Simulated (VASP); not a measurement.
# GdRe3 (P4/mmm) in VASP: single point with PBE+U

Aim: the single point of GdRe3 with PBE+U.

Program: VASP 6.6.1. These are calculated values, not measurements. Logs are shortened: lines on timing, memory, paths and dates and some standing lists are left out, and cuts for length are marked.

### Step 1. The cell of the first run

The structure is tetragonal, space group P4/mmm (No. 123). The conventional cell has a = 4.652 Å, b = 4.652 Å, c = 3.197 Å, α = 90.00°, β = 90.00°, γ = 90.00°. Within 3.7 Å of Gd (site symmetry 4/mmm) lie 12 Re at 2.82 to 3.29 Å and 2 Gd at 3.20 Å. Re (site symmetry 4/mmm) has 10 Re at 2.82 to 3.20 Å and 4 Gd at 3.29 Å within 3.7 Å. Re (site symmetry mmm) has 4 Gd at 2.82 Å and 10 Re at 2.82 to 3.29 Å within 3.7 Å.

### Step 2. Single point, PBE+U, collinear spin, antiferromagnetic start

The input, INCAR:

```
  ALGO = Normal
  EDIFF = 1E-6
  ENCUT = 600
  GGA = PE
  GGA_COMPAT = F
  ISIF = 2
  ISMEAR = 0
  ISPIN = 2
  KPAR = 4
  LASPH = T
  LCHARG = F
  LDAU = T
  LDAUJ = 0 0
  LDAUL = 3 -1
  LDAUPRINT = 1
  LDAUTYPE = 2
  LDAUU = 6 0
  LMAXMIX = 6
  LORBIT = 11
  LREAL = F
  LWAVE = F
  MAGMOM = 7.71 -7.71 0 0 0 0 0 0
  NBANDS = 53
  NELM = 200
  PREC = Accurate
  SIGMA = 0.05
```

The input, KPOINTS:

```
k-points
0
Gamma
  8 8 4
```

The input, POSCAR:

```
GdRe3
1.0
    3.1967214728      0.0000000000      0.0000000000
    0.0000000000      4.6521836422      4.6521836422
    0.0000000000      0.0000000001      9.3043672844
Gd Re
2 6
Direct
    0.0000000000      0.0000000000      0.0000000000
    0.0000000000      0.0000000000      0.5000000000
    0.0000000000      0.5000000000      0.0000000000
    0.5000000000      0.5000000000      0.7500000000
    0.5000000000      0.0000000000      0.2500000000
    0.0000000000      0.5000000000      0.5000000000
    0.5000000000      0.5000000000      0.2500000000
    0.5000000000      0.0000000000      0.7500000000
```

Potentials or basis: VASP PAW PBE potentials, release 64 (Gd, Re).

Launch:

```sh
$ cat potpaw_PBE.64/Gd/POTCAR potpaw_PBE.64/Re/POTCAR > POTCAR
$ mpirun -np 4 vasp_std > vasp.out
```

OUTCAR:

```text
EDIFF = 1E-6
   ENCUT = 600
   GGA = PE
   ISIF = 2
   ISMEAR = 0
   ISPIN = 2
   LASPH = T
   LORBIT = 11
   LREAL = F
   NELM = 200
   PREC = Accurate

 ion  position               nearest neighbor table
   1  0.000  0.000  0.000-   4 2.82   7 2.82   4 2.82   7 2.82   8 2.82   5 2.82   8 2.82   5 2.82
                             6 3.29   6 3.29   3 3.29   3 3.29
   2  0.000  0.000  0.500-   7 2.82   4 2.82   7 2.82   4 2.82   5 2.82   8 2.82   8 2.82   5 2.82
                             3 3.29   3 3.29   6 3.29   6 3.29
   3  0.000  0.500  0.000-   8 2.82   5 2.82   8 2.82   5 2.82   4 2.82   7 2.82   4 2.82   7 2.82
                             2 3.29   2 3.29   1 3.29   1 3.29
   4  0.500  0.500  0.750-   2 2.82   1 2.82   2 2.82   1 2.82   6 2.82   3 2.82   6 2.82   3 2.82
                             5 3.29   5 3.29   8 3.29   8 3.29
   5  0.500  0.000  0.250-   3 2.82   6 2.82   3 2.82   6 2.82   1 2.82   2 2.82   1 2.82   2 2.82
                             4 3.29   4 3.29   7 3.29   7 3.29
   6  0.000  0.500  0.500-   5 2.82   8 2.82   5 2.82   8 2.82   4 2.82   7 2.82   7 2.82   4 2.82
                             1 3.29   1 3.29   2 3.29   2 3.29
   7  0.500  0.500  0.250-   1 2.82   2 2.82   1 2.82   2 2.82   6 2.82   3 2.82   6 2.82   3 2.82
                             8 3.29   8 3.29   5 3.29   5 3.29
   8  0.500  0.000  0.750-   6 2.82   3 2.82   6 2.82   3 2.82   1 2.82   2 2.82   1 2.82   2 2.82
                             7 3.29   7 3.29   4 3.29   4 3.29
[... 7 lines left out ...]
 A1 = (   0.0000000000,   4.6521836421,  -4.6521836422)
 A2 = (   0.0000000000,   4.6521836422,   4.6521836422)
 A3 = (   3.1967214728,   0.0000000000,   0.0000000000)

Analysis of symmetry for initial positions (statically):
=====================================================================
 Subroutine PRICEL returns following result:

  LATTYP: Found a simple tetragonal cell.
 ALAT       =     4.6521836421
 C/A-ratio  =     0.6871443001
[... 12 lines left out ...]
 Subroutine GETGRP returns: Found 16 space group operations
 (whereof 16 operations were pure point group operations)
 out of a pool of 16 trial point group operations.

The static configuration has the point symmetry D_4h.

Analysis of symmetry for dynamics (positions and initial velocities):
=====================================================================
 Subroutine PRICEL returns following result:

  LATTYP: Found a simple tetragonal cell.
 ALAT       =     4.6521836421
 C/A-ratio  =     0.6871443001
[... 12 lines left out ...]
 Subroutine GETGRP returns: Found 16 space group operations
 (whereof 16 operations were pure point group operations)
 out of a pool of 16 trial point group operations.

[... 257 lines left out ...]

 Free energy of the ion-electron system (eV)
  ---------------------------------------------------
  ext. energy  EPLUGINS =         0.00000000
  ---------------------------------------------------
  free energy    TOTEN  =       -93.15317730 eV

  energy without entropy =      -93.14848712  energy(sigma->0) =      -93.15083221

 E-fermi :   6.3850     XC(G=0): -12.9428

 val. band max:        6.3827143206   @ k =   0.0000   0.5000   0.2500
 cond. band min:       6.4208712958   @ k =   0.1250   0.0000   0.0000
 fundamental gap:      0.0381569751
 Fermi energy:         6.3850069237

 spin component 1

 k-point     1 :       0.0000    0.0000    0.0000
  band No.  band energies     occupation
      1     -37.1515      1.00000
      2     -34.0117      1.00000
      3     -14.8335      1.00000
      4     -14.8335      1.00000
      5     -14.2719      1.00000
      6     -12.7256      1.00000
[... 2585 lines left out ...]
     50       9.8291      0.00000
     51       9.8302      0.00000

 [... further k-points ...]

 [bands above 51 left out]

------------------------ aborting loop because EDIFF is reached ----------------------------------------

  FORCE on cell =-STRESS in cart. coord.  units (eV):
  Direction    XX          YY          ZZ          XY          YZ          ZX
  --------------------------------------------------------------------------------------
  -------------------------------------------------------------------------------------
  Total       -0.1749464     -0.1338749     -0.1338749      0.0000000     -0.0000000     -0.0000000
  in kB       -2.0256627     -1.5501052     -1.5501052      0.0000000     -0.0000000     -0.0000000
  external PRESSURE =      -1.7086244 kB  Pullay stress =       0.0000000 kB

 VOLUME and BASIS-vectors are now :
 -----------------------------------------------------------------------------
  energy-cutoff  :      600.00
  volume of cell :      138.37
      direct lattice vectors                 reciprocal lattice vectors
     3.196721473  0.000000000  0.000000000     0.312820497  0.000000000  0.000000000
     0.000000000  4.652183642  4.652183642     0.000000000  0.214952821 -0.000000000
     0.000000000  0.000000000  9.304367284     0.000000000 -0.107476411  0.107476411

 POSITION                                       TOTAL-FORCE (eV/Angst)
 -----------------------------------------------------------------------------------
      0.00000      0.00000      0.00000        -0.000000      0.000000      0.000000
      0.00000      0.00000      4.65218        -0.000000      0.000000     -0.000000
      0.00000      2.32609      2.32609        -0.000000      0.000000      0.000000
      1.59836      2.32609      9.30437         0.000000      0.000000     -0.000000
      1.59836      0.00000      2.32609         0.000000      0.000000     -0.000000
      0.00000      2.32609      6.97828        -0.000000      0.000000      0.000000
      1.59836      2.32609      4.65218         0.000000     -0.000000      0.000000
      1.59836      0.00000      6.97828         0.000000     -0.000000      0.000000
 -----------------------------------------------------------------------------------
    total drift:                               -0.000000     -0.000000     -0.000000

  FREE ENERGIE OF THE ION-ELECTRON SYSTEM (eV)
  ---------------------------------------------------
  free  energy   TOTEN  =       -93.1531773030 eV

  energy  without entropy=      -93.1484871232  energy(sigma->0) =      -93.15083221

 total charge

# of ion       s       p       d       f       tot
--------------------------------------------------
    1        2.075   5.645   0.855   6.970  15.546
    2        2.075   5.645   0.855   6.970  15.546
    3        0.583   0.562   4.564   0.000   5.709
    4        0.595   0.451   4.805   0.000   5.851
    5        0.595   0.451   4.805   0.000   5.851
    6        0.583   0.562   4.564   0.000   5.709
    7        0.595   0.451   4.805   0.000   5.851
    8        0.595   0.451   4.805   0.000   5.851
--------------------------------------------------
tot          7.698  14.215  30.061  13.941  65.916

 magnetization (x)

# of ion       s       p       d       f       tot
--------------------------------------------------
    1        0.003  -0.066   0.089   6.864   6.890
    2       -0.003   0.066  -0.089  -6.864  -6.890
    3        0.000   0.000   0.000   0.000   0.000
    4        0.000   0.000   0.000   0.000   0.000
    5        0.000   0.000   0.000   0.000   0.000
    6        0.000   0.000   0.000   0.000   0.000
    7        0.000   0.000   0.000   0.000   0.000
    8        0.000   0.000   0.000   0.000   0.000
--------------------------------------------------
tot          0.000   0.000   0.000   0.000   0.000
```

stdout:

```text
POSCAR found type information on POSCAR GdRe
 POSCAR found :  2 types and       8 ions
 scaLAPACK will be used
 LDA part: xc-table for (Slater+PW92), standard interpolation
 POSCAR, INCAR and KPOINTS ok, starting setup
 FFT: planning ... GRIDC
 FFT: planning ... GRID_SOFT
 FFT: planning ... GRID
 WAVECAR not read
 entering main loop
```

Run time: 70 min. Hardware: 4 MPI ranks of AMD EPYC 7R13 (Zen 3), shared host; peak memory 0.86 GiB.

What came out:

- Free energy: -93.1532 eV
- Pressure: -0.2 GPa
- Band gap on the k mesh: zero (filled and empty bands overlap)
- Net moment: 0.00 μB per cell
- Site moments: Gd +6.89, -6.89; Re +0.00 μB
- Valence electrons inside the program's atomic spheres: Gd 15.55; Re 5.71, 5.85 (each value once)

Levels at points of the mesh, in eV from the Fermi level:
Spin up:
| k point | band 35 | band 36 | band 37 | band 38 | band 39 | band 40 | band 41 | band 42 | band 43 | band 44 |
| --- | --- | --- | --- | --- | --- | --- | --- | --- | --- | --- |
| (0.00, 0.00, 0.00) | -0.66 | -0.66 | -0.66 | -0.66 | -0.65 | -0.22 | 0.41 | 0.48 | 0.70 | 1.07 |
| (0.50, 0.00, 0.00) | -0.56 | 0.07 | 0.26 | 1.13 | 1.13 | 1.13 | 1.34 | 1.34 | 1.38 | 1.71 |
| (0.00, 0.50, 0.00) | -1.31 | -0.97 | -0.96 | -0.43 | -0.43 | -0.29 | -0.29 | 0.28 | 0.28 | 0.53 |
| (0.50, 0.50, 0.00) | -2.14 | -0.88 | -0.50 | -0.44 | -0.32 | 0.56 | 0.62 | 0.75 | 0.75 | 1.65 |
| (0.00, 0.00, 0.50) | -1.20 | -0.72 | -0.58 | -0.39 | -0.24 | -0.22 | -0.17 | 0.26 | 0.39 | 1.22 |
| (0.50, 0.00, 0.50) | -1.08 | -0.51 | -0.41 | -0.40 | -0.32 | 0.60 | 0.64 | 1.46 | 1.51 | 1.79 |
Spin down:
```tsv
k point	band 36	band 37	band 38	band 39	band 40	band 41	band 42	band 43
(0.00, 0.00, 0.00)	-0.66	-0.66	-0.66	-0.65	-0.22	0.41	0.48	0.70
(0.50, 0.00, 0.00)	0.07	0.26	1.13	1.13	1.13	1.34	1.34	1.38
(0.00, 0.50, 0.00)	-0.97	-0.96	-0.43	-0.43	-0.29	-0.29	0.28	0.28
(0.50, 0.50, 0.00)	-0.88	-0.50	-0.44	-0.32	0.56	0.62	0.75	0.75
(0.00, 0.00, 0.50)	-0.72	-0.58	-0.39	-0.24	-0.22	-0.17	0.26	0.39
(0.50, 0.00, 0.50)	-0.51	-0.41	-0.40	-0.32	0.60	0.64	1.46	1.51
```

Eigenvalues of the final occupation matrices:
| site | spin | trace | eigenvalues |
| --- | --- | --- | --- |
| site 1 f | 1 | 6.92 | 0.99 0.99 0.99 0.99 0.99 0.99 0.99 |
| site 1 f | 2 | 0.05 | 0.00 0.01 0.01 0.01 0.01 0.01 0.01 |
| site 2 f | 1 | 0.05 | 0.00 0.01 0.01 0.01 0.01 0.01 0.01 |
| site 2 f | 2 | 6.92 | 0.99 0.99 0.99 0.99 0.99 0.99 0.99 |

Caveat: spin-orbit coupling is left out, which moves the levels of the heavy elements. The state reached can hang on the start; a lower one may exist.
